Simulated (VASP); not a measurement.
# N (Fd-3m) in VASP: further runs

N is run at these levels: r2SCAN; tasks: single point.

Program: VASP 6.6.1. These are calculated values, not measurements. Logs are shortened: lines on timing, memory, paths and dates and some standing lists are left out, and cuts for length are marked.

**1. The cell of the first run**

Symmetry: Fd-3m, No. 227, cubic system. The conventional cell has a = 4.201 Å, b = 4.201 Å, c = 4.201 Å, α = 90.00°, β = 90.00°, γ = 90.00°. N (site symmetry -43m) has 4 N at 1.82 Å within 2.4 Å.

**2. Single point, r2SCAN**

The input, POSCAR:

```
N
1.0
    0.0000000000      2.1005923879      2.1005923879
    2.1005923879      0.0000000000      2.1005923879
    2.1005923879      2.1005923879      0.0000000000
N
2
Direct
    0.0000000000      0.0000000000      0.0000000000
    0.2500000000      0.2500000000      0.2500000000
```

The input, INCAR.step1:

```
  PREC = Accurate
  ENCUT = 520
  ISMEAR = -1
  SIGMA = 0.1
  LREAL = False
  LASPH = True
  NELM = 60
  NBANDS = 12
  GGA = PE
  ALGO = Normal
  EDIFF = 1E-4
  LWAVE = True
  LCHARG = False
```

The input, INCAR.step2:

```
  PREC = Accurate
  ENCUT = 520
  EDIFF = 1E-6
  ISMEAR = -1
  SIGMA = 0.1
  LREAL = False
  LASPH = True
  NELM = 60
  ALGO = Normal
  ISIF = 2
  LWAVE = False
  LCHARG = False
  METAGGA = R2SCAN
  LMIXTAU = True
  NBANDS = 12
  ISTART = 1
```

The input, KPOINTS:

```
regular mesh
0
Gamma
  14 14 14
```

Potentials or basis: VASP PAW PBE potentials, release 64 (N).

Run with:

```console
> cat potpaw_PBE.64/N/POTCAR > POTCAR
> cp INCAR.step1 INCAR
> mpirun -np 1 vasp_std > vasp.out
> cp INCAR.step2 INCAR
> mpirun -np 1 vasp_std > vasp.out
```

OUTCAR:

```text
PREC = Accurate
   ENCUT = 520
   EDIFF = 1E-6
   ISMEAR = -1
   LREAL = False
   LASPH = True
   NELM = 60
   ISIF = 2
   METAGGA = R2SCAN
   ISTART = 1

 ion  position               nearest neighbor table
   1  0.000  0.000  0.000-
   2  0.250  0.250  0.250-

  LATTYP: Found a face centered cubic cell.
 ALAT       =     4.2011847758

  Lattice vectors:

 A1 = (   0.0000000000,   2.1005923879,   2.1005923879)
 A2 = (   2.1005923879,   0.0000000000,   2.1005923879)
 A3 = (   2.1005923879,   2.1005923879,   0.0000000000)

Analysis of symmetry for initial positions (statically):
=====================================================================
 Subroutine PRICEL returns:
 Original cell was already a primitive cell.

 Routine SETGRP: Setting up the symmetry group for a
 face centered cubic supercell.

 Subroutine GETGRP returns: Found 48 space group operations
 (whereof 24 operations were pure point group operations)
 out of a pool of 48 trial point group operations.

The static configuration has the point symmetry T_d .
 The point group associated with its full space group is O_h .

Analysis of symmetry for dynamics (positions and initial velocities):
=====================================================================
 Subroutine PRICEL returns:
 Original cell was already a primitive cell.

 Routine SETGRP: Setting up the symmetry group for a
 face centered cubic supercell.

 Subroutine GETGRP returns: Found 48 space group operations
 (whereof 24 operations were pure point group operations)
 out of a pool of 48 trial point group operations.

The dynamic configuration has the point symmetry T_d .
 The point group associated with its full space group is O_h .

 Subroutine INISYM returns: Found 48 space group operations
 (whereof 24 operations are pure point group operations),
 and found     1 'primitive' translations

----------------------------------------------------------------------------------------

                                     Primitive cell

  volume of cell :      18.5377

  direct lattice vectors                    reciprocal lattice vectors
     0.000000000  2.100592388  2.100592388    -0.238028093  0.238028093  0.238028093
     2.100592388  0.000000000  2.100592388     0.238028093 -0.238028093  0.238028093
     2.100592388  2.100592388  0.000000000     0.238028093  0.238028093 -0.238028093

  length of vectors
     2.970686244  2.970686244  2.970686244     0.412276750  0.412276750  0.412276750

  position of ions in fractional coordinates (direct lattice)
     0.000000000  0.000000000  0.000000000
     0.250000000  0.250000000  0.250000000

  ion indices of the primitive-cell ions
   primitive index   ion index
                 1           1
                 2           2

----------------------------------------------------------------------------------------

 KPOINTS: regular mesh

Automatic generation of k-mesh.
 Grid dimensions read from file:
 generate k-points for:   14   14   14

 Generating k-lattice:

  Cartesian coordinates                     Fractional coordinates (reciprocal lattice)
    -0.017002007  0.017002007  0.017002007     0.071428571  0.000000000  0.000000000
     0.017002007 -0.017002007  0.017002007     0.000000000  0.071428571  0.000000000
     0.017002007  0.017002007 -0.017002007     0.000000000  0.000000000  0.071428571

  Length of vectors
     0.029448339  0.029448339  0.029448339

  Shift w.r.t. Gamma in fractional coordinates (k-lattice)
     0.000000000  0.000000000  0.000000000

 Subroutine IBZKPT returns following result:
 ===========================================

 Found    104 irreducible k-points:

 Following reciprocal coordinates:
            Coordinates               Weight
  0.000000  0.000000  0.000000      1.000000
  0.071429  0.000000  0.000000      8.000000
  0.142857  0.000000  0.000000      8.000000
  0.214286  0.000000  0.000000      8.000000
  0.285714  0.000000  0.000000      8.000000
  0.357143  0.000000  0.000000      8.000000
[... 16 lines left out ...]
  0.214286  0.142857  0.000000     24.000000
  0.285714  0.142857  0.000000     24.000000
 [... further k-points ...]
   k-points           NKPTS =    104   k-points in BZ     NKDIM =    104   number of bands    NBANDS=     12
   number of dos      NEDOS =    301   number of ions     NIONS =      2
   total plane-waves  NPLWV =  13824
   dimension x,y,z NGX =    24 NGY =   24 NGZ =   24
   dimension x,y,z NGXF=    48 NGYF=   48 NGZF=   48
   ions per type =               2
   NGX,Y,Z   is equivalent  to a cutoff of  13.43, 13.43, 13.43 a.u.
   NGXF,Y,Z  is equivalent  to a cutoff of  26.86, 26.86, 26.86 a.u.
 SYSTEM =  unknown system
   PREC   = accura    normal or accurate (medium, high low for compatibility)
   ISTART =      1    job   : 0-new  1-cont  2-samecut
   ICHARG =      0    charge: 1-file 2-atom 10-const
   ISPIN  =      1    spin polarized calculation?
   LNONCOLLINEAR =      F non collinear calculations
   LSORBIT =      F    spin-orbit coupling
   LASPH  =      T    aspherical Exc in radial PAW
   ENCUT  =  520.0 eV  38.22 Ry    6.18 a.u.   5.52  5.52  5.52*2*pi/ulx,y,z
   NELM   =     60;   NELMIN=  2; NELMDL=  0     # of ELM steps
   EDIFF  = 0.1E-05   stopping-criterion for ELM
   LREAL  =      F    real-space projection
   EDIFFG = 0.1E-04   stopping-criterion for IOM
   NSW    =      0    number of steps for IOM
   IBRION =     -1    ionic relax: 0-MD 1-quasi-New 2-CG
   NFREE  =      0    steps in history (QN), initial steepest desc. (CG)
   ISIF   =      2    stress and relaxation
   ISYM   =      2    0-nonsym 1-usesym 2-fastsym
   POTIM  = 0.5000    time-step for ionic-motion
   TEBEG  =    0.0;   TEEND  =   0.0 temperature during run
   PSTRESS=    0.0 pullay stress
   NELECT =      10.0000    total number of electrons
   NUPDOWN=      -1.0000    fix difference up-down
   EMIN   =  10.00;   EMAX   =-10.00  energy-range for DOS
   EFERMI =   0.00;   METHOD = LEGACY
   ISMEAR =    -1;   SIGMA  =   0.10  broadening in eV -4-tet -1-fermi 0-gaus
   EFERMI_NEDOS =   21; number of points for ismear=-14 and -15
   IALGO  =     38    algorithm
   IMIX   =      4    mixing-type and parameters
     AMIX     =   0.40;   BMIX     =  1.00
     AMIX_MAG =   1.60;   BMIX_MAG =  1.00
  volume/ion in A,a.u.               =       9.27        62.55
  Fermi-wavevector in a.u.,A,eV,Ry     =   1.332671  2.518384 24.164121  1.776013
  Thomas-Fermi vector in A             =   2.461588
   LORBIT       =      0    0 simple, 1 ext, 2 COOP (PROOUT), +10 PAW based schemes
   METAGGA = R2SCAN    functional components
   LHFCALC =     F    Hartree Fock is set to
   AEXX    =    0.0000 exact exchange contribution
   IVDW    =     0    specifies the selected vdW correction
   LEPSILON=     F    determine dielectric tensor
   LRPA    =     F    only Hartree local field effects (RPA)
 non-spin polarized calculation
  energy-cutoff  :      520.00
  volume of cell :       18.54
 maximum number of plane-waves:       531
 NGX is ok and might be reduce to    24
   NGX = 11   NGY = 11   NGZ = 11

 number of electron      10.0000000 magnetization

 Free energy of the ion-electron system (eV)
  ---------------------------------------------------
  ext. energy  EPLUGINS =         0.00000000
  ---------------------------------------------------
  free energy    TOTEN  =       -11.63821468 eV

  energy without entropy =      -11.61823681  energy(sigma->0) =      -11.62822575

 E-fermi :   4.0646     XC(G=0): -11.7662

 val. band max:        4.0090680729   @ k =  -0.3571   0.3571   0.1429
 cond. band min:       4.2095323960   @ k =   0.1429   0.1429   0.0000
 fundamental gap:      0.2004643232
 Fermi energy:         4.0645596559

 k-point     1 :       0.0000    0.0000    0.0000
  band No.  band energies     occupation
      1     -17.5172      2.00000
      2      -2.7013      2.00000
      3       0.3260      2.00000
      4       0.3260      2.00000
      5       0.3260      2.00000
      6       4.6613      0.00511
      7       4.6613      0.00511
      8       4.6613      0.00511
      9      15.2662      0.00000
     10      27.1507      0.00000
     11      27.1509      0.00000
     12      27.3006      0.00000

 k-point     2 :       0.0714    0.0000    0.0000
  band No.  band energies     occupation
      1     -17.4278      2.00000
      2      -3.2374      2.00000
      3       0.2199      2.00000
      4       0.2199      2.00000
      5       0.5485      2.00000
      6       4.7944      0.00135
      7       4.7944      0.00135
      8       4.8302      0.00095
      9      15.4656      0.00000
     10      25.7120      0.00000
     11      25.7120      0.00000
     12      26.5265      0.00000

 k-point     3 :       0.1429    0.0000    0.0000
  band No.  band energies     occupation
      1     -17.1630      2.00000
      2      -4.4249      2.00000
      3      -0.0469      2.00000
      4      -0.0469      2.00000
      5       0.8169      2.00000
      6       5.1329      0.00005
      7       5.1329      0.00005
      8       5.3637      0.00000
      9      15.9785      0.00000
     10      24.6023      0.00000
     11      24.6023      0.00000
     12      25.2100      0.00000
[... 286 lines left out ...]
 k-point    23 :       0.2143    0.1429    0.0000
  band No.  band energies     occupation
      1     -16.7227      2.00000
      2      -5.6301      2.00000
      3      -0.9902      2.00000
      4      -0.9508      2.00000
      5       2.2813      2.00000
      6       4.2230      0.34048
      7       6.2569      0.00000
      8       6.3464      0.00000
      9      16.7187      0.00000
     10      20.4969      0.00000
     11      26.9346      0.00000
     12      27.7071      0.00000

 k-point    24 :       0.2857    0.1429    0.0000
  band No.  band energies     occupation
      1     -16.2481      2.00000
      2      -6.7959      2.00000
      3      -1.4658      2.00000
      4      -1.2536      2.00000
      5       2.3925      2.00000
      6       4.6117      0.00837
      7       6.6693      0.00000
      8       7.0120      0.00000
      9      17.2140      0.00000
     10      19.8883      0.00000
     11      26.1716      0.00000
     12      26.7473      0.00000

 [... further k-points ...]

------------------------ aborting loop because EDIFF is reached ----------------------------------------

  FORCE on cell =-STRESS in cart. coord.  units (eV):
  Direction    XX          YY          ZZ          XY          YZ          ZX
  --------------------------------------------------------------------------------------
  -------------------------------------------------------------------------------------
  Total       -0.5969276     -0.5969276     -0.5969276      0.0000000     -0.0000000     -0.0000000
  in kB      -51.5913465    -51.5913465    -51.5913465      0.0000000     -0.0000000     -0.0000000
  external PRESSURE =     -51.5913465 kB  Pullay stress =       0.0000000 kB

 VOLUME and BASIS-vectors are now :
 -----------------------------------------------------------------------------
  energy-cutoff  :      520.00
  volume of cell :       18.54
      direct lattice vectors                 reciprocal lattice vectors
     0.000000000  2.100592388  2.100592388    -0.238028093  0.238028093  0.238028093
     2.100592388  0.000000000  2.100592388     0.238028093 -0.238028093  0.238028093
     2.100592388  2.100592388  0.000000000     0.238028093  0.238028093 -0.238028093

 POSITION                                       TOTAL-FORCE (eV/Angst)
 -----------------------------------------------------------------------------------
      0.00000      0.00000      0.00000         0.000000      0.000000      0.000000
      1.05030      1.05030      1.05030        -0.000000     -0.000000     -0.000000
 -----------------------------------------------------------------------------------
    total drift:                               -0.000000      0.000000      0.000000

  FREE ENERGIE OF THE ION-ELECTRON SYSTEM (eV)
  ---------------------------------------------------
  free  energy   TOTEN  =       -11.6382146778 eV

  energy  without entropy=      -11.6182368132  energy(sigma->0) =      -11.62822575
```

Run time: 77 s. Hardware: 1 thread of Intel Xeon Platinum 8488C (Sapphire Rapids), shared host; peak memory 0.14 GiB.

Results:

- Free energy: -11.6382 eV
- Pressure: -5.2 GPa
- Band gap on the k mesh: zero (bands 5 and 6 overlap by 1.68 eV)

Levels at points of the mesh, in eV from the Fermi level:
| k point | band 2 | band 3 | band 4 | band 5 | band 6 | band 7 | band 8 | band 9 |
| --- | --- | --- | --- | --- | --- | --- | --- | --- |
| (0.00, 0.00, 0.00) | -6.77 | -3.74 | -3.74 | -3.74 | 0.60 | 0.60 | 0.60 | 11.20 |
| (0.50, 0.00, 0.00) | -14.00 | -5.21 | -5.21 | -3.63 | 2.43 | 2.43 | 4.92 | 14.17 |
| (0.50, 0.50, 0.00) | -16.26 | -6.93 | -6.93 | -0.67 | -0.67 | 5.14 | 5.14 | 13.62 |

Caveat: the cell stands under tension; the PAW data sets were made with another functional, which shifts forces and pressure a little.

**3. Single point, r2SCAN**

POSCAR is that of step 2.

The input, INCAR.step1:

```
SYSTEM = N
PREC = Accurate ; ENCUT = 520
ISMEAR = -1 ; SIGMA = 0.1
LREAL = .False. ; LASPH = .True.
NELM = 100 ; NBANDS = 12
GGA = PE ; ALGO = Normal
EDIFF = 1E-4 ; LWAVE = .True.
LCHARG = .False.
```

The input, INCAR.step2:

```
SYSTEM = N
PREC = Accurate ; ENCUT = 520
EDIFF = 1E-6 ; ISMEAR = -1
SIGMA = 0.1 ; LREAL = .False.
LASPH = .True. ; NELM = 100
ALGO = Normal ; ISIF = 2
LWAVE = .False. ; LCHARG = .True.
METAGGA = R2SCAN ; LMIXTAU = .True.
LELF = .True. ; LVHAR = .True.
NBANDS = 12 ; ISTART = 1
```

The input, KPOINTS:

```
regular mesh
0
Gamma
  14 14 14
  0 0 0
```

Potentials or basis: VASP PAW PBE potentials, release 64 (N).

Run with:

```console
> cat potpaw_PBE.64/N/POTCAR > POTCAR
> cp INCAR.step1 INCAR
> mpirun -np 1 vasp_std > vasp.out
> cp INCAR.step2 INCAR
> mpirun -np 1 vasp_std > vasp.out
```

It took 71 s on 1 thread of Intel Xeon Platinum 8488C (Sapphire Rapids), shared host; peak memory 0.14 GiB.

Results (log left out):

```yaml
Free_energy: -11.6382 eV
Pressure: -5.2 GPa
Band_gap_on_the_k_mesh: zero (bands 5 and 6 overlap by 1.68 eV)
```

Levels at points of the mesh, in eV from the Fermi level:
```
           k point  band 2  band 3  band 4  band 5  band 6  band 7  band 8  band 9
(0.00, 0.00, 0.00)   -6.77   -3.74   -3.74   -3.74    0.60    0.60    0.60   11.20
(0.50, 0.00, 0.00)  -14.00   -5.21   -5.21   -3.63    2.43    2.43    4.92   14.17
(0.50, 0.50, 0.00)  -16.26   -6.93   -6.93   -0.67   -0.67    5.14    5.14   13.62
```

Caveat: the cell stands under tension; the PAW data sets were made with another functional, which shifts forces and pressure a little.

**4. Single point, r2SCAN**

This run uses another cell than the first one, of 9.54 Å³/atom.

The input, POSCAR:

```
N
1.0
    0.0000000000      2.1211877442      2.1211877442
    2.1211877442      0.0000000000      2.1211877442
    2.1211877442      2.1211877442      0.0000000000
N
2
Direct
    0.0000000000      0.0000000000      0.0000000000
    0.2500000000      0.2500000000      0.2500000000
```

The input, INCAR.step1:

```
PREC = Accurate
ENCUT = 520
ISMEAR = -1
SIGMA = 0.1
LREAL = F
LASPH = T
NELM = 80
NBANDS = 12
GGA = PE
ALGO = Normal
EDIFF = 1E-4
LWAVE = T
LCHARG = F
```

The input, INCAR.step2:

```
PREC = Accurate
ENCUT = 520
EDIFF = 1E-7
ISMEAR = -1
SIGMA = 0.1
LREAL = F
LASPH = T
NELM = 80
ALGO = Normal
ISIF = 2
LWAVE = F
LCHARG = F
METAGGA = R2SCAN
LMIXTAU = T
NBANDS = 12
ISTART = 1
```

The input, KPOINTS:

```
regular mesh
0
Gamma
  14 14 14
```

Run with:

```console
> cat potpaw_PBE.64/N/POTCAR > POTCAR
> cp INCAR.step1 INCAR
> mpirun -np 1 vasp_std > vasp.out
> cp INCAR.step2 INCAR
> mpirun -np 1 vasp_std > vasp.out
```

Wall time 76 s (1 thread of Intel Xeon Platinum 8488C (Sapphire Rapids), shared host); peak memory 0.14 GiB.

It converged, with:

* Free energy: -11.6138 eV
* Pressure: -9.5 GPa
* Band gap on the k mesh: zero (bands 5 and 6 overlap by 1.59 eV)

Levels at points of the mesh, in eV from the Fermi level:
| k point | band 3 | band 4 | band 5 | band 6 | band 7 | band 8 |
| --- | --- | --- | --- | --- | --- | --- |
| (0.00, 0.00, 0.00) | -3.58 | -3.58 | -3.58 | 0.66 | 0.66 | 0.66 |
| (0.50, 0.00, 0.00) | -5.00 | -5.00 | -3.62 | 2.43 | 2.43 | 4.78 |
| (0.50, 0.50, 0.00) | -6.66 | -6.66 | -0.62 | -0.62 | 5.02 | 5.02 |

Caveat: the cell stands under tension; the PAW data sets were made with another functional, which shifts forces and pressure a little.
